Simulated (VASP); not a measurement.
Input of a VASP 6.6.1 run:

File INCAR:

```
PREC = Accurate
ENCUT = 520
EDIFF = 1E-6
ISMEAR = 0
SIGMA = 0.15
LREAL = False
LASPH = True
NELM = 60
ALGO = Normal
ISIF = 2
LWAVE = False
LCHARG = False
GGA = CA
NBANDS = 8
```

Contents of KPOINTS:

```
Automatic mesh
0
Gamma
  24 24 20
```

POSCAR

```
Si
1.0
    2.6205428149      0.0000000000      0.0000000000
   -1.3102714075      2.2694566494      0.0000000000
    0.0000000000      0.0000000000      2.5095155918
Si
1
Direct
    0.0000000000      0.0000000000      0.0000000000
```

Potentials or basis: VASP PAW LDA potentials, release 64 (Si).

Run with:

```bash
$ cat potpaw_LDA.64/Si/POTCAR > POTCAR
$ mpirun -np 1 vasp_std > vasp.out
```

Problem. Estimate the pressure.

Solution. -2.7 GPa.

Problem. What does it give for the band gap on the k mesh?

Solution. Zero (bands 2 and 3 overlap by 11.72 eV).

Stress tensor (GPa, compression positive):
```
-1.07  0.00  0.00
 0.00 -1.07  0.00
 0.00  0.00 -6.06
```

Caveat: the cell differs from its parent crystal (strain +0.0175 x Voigt [0, 0, 1, 0, 0, 0]).
